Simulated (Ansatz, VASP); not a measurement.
Ge in VASP and in Ansatz

Contents of INCAR:

```
SYSTEM = Ge
PREC     = Accurate       ! precision mode
ENCUT    = 600            ! plane-wave cutoff, eV
EDIFF    = 1E-7           ! SCF threshold, eV
ISMEAR   = 0              ! smearing method
SIGMA    = 0.1            ! smearing width, eV
LREAL    = .False.        ! projectors in reciprocal space
LASPH    = .True.         ! aspherical terms in the spheres
NELM     = 60             ! most SCF steps
ALGO     = Normal         ! electronic algorithm
ISIF     = 3              ! what is computed and relaxed
LWAVE    = .False.        ! write WAVECAR
LCHARG   = .False.        ! write CHGCAR
GGA      = PE             ! functional
IBRION   = 2              ! ionic algorithm
NSW      = 100            ! ionic steps
EDIFFG   = -0.01          ! ionic threshold
```

File KPOINTS:

```
regular mesh
0
Gamma
  24 24 24
  0 0 0
```

POSCAR

```
Ge
1.0
   -1.5830558957      1.5830558957      1.9286513015
    1.5830558957     -1.5830558957      1.9286513015
    1.5830558957      1.5830558957     -1.9286513015
Ge
1
Direct
    0.5000000000      0.5000000000      0.0000000000
```

Input for Ansatz:

```yaml
crystal:
  lattice:
    - [-1.5830558957, 1.5830558957, 1.9286513015]
    - [1.5830558957, -1.5830558957, 1.9286513015]
    - [1.5830558957, 1.5830558957, -1.9286513015]
  atoms:
    - { symbol: Ge, position: [0.5, 0.5, 0.0] }
basis:
  ecutwfc: 420
kpoints:
  mp_grid: { grid: [24, 24, 24] }
hamiltonian:
  xc: pbe
scf:
  occupations: { method: gaussian, width: 0.1 }
output:
  forces: true
  stress: true
  eigenvalues: true
  write_density: true
  write_potential: true
  elf: true
  volumetric_format: npy
relax:
  adjacent_minimum: "off"
  f_tol: 0.01
  max_steps: 80
  cell: { stress_tol: 0.05 }
```

Alike in both runs: task relaxation of cell and atoms; functional PBE; k mesh 24 × 24 × 24; occupations gaussian, width 0.1 eV; no spin polarisation.

|  | VASP | Ansatz |
| --- | --- | --- |
| version | VASP 6.6.1 | Ansatz 0.2.0 |
| potentials or method | VASP PAW PBE potentials, release 64 (Ge_d), cutoff 600 eV | scalar-relativistic, plane waves, PAW |
| valence electrons in the cell | 14 | 14 |

|  | VASP | Ansatz | Ansatz less VASP |
| --- | --- | --- | --- |
| gap on the k mesh at the Fermi level, each at its own relaxed structure (eV) | none | none | - |
| relaxed volume (Å³/atom) | 19.41 | 19.39 | -0.022 |
| relaxed length of the cell vector where the two differ most in proportion (Å) | 2.948 | 2.947 | -0.0010 |

A gap of «none» marks a metal or a gap that the smearing closes.
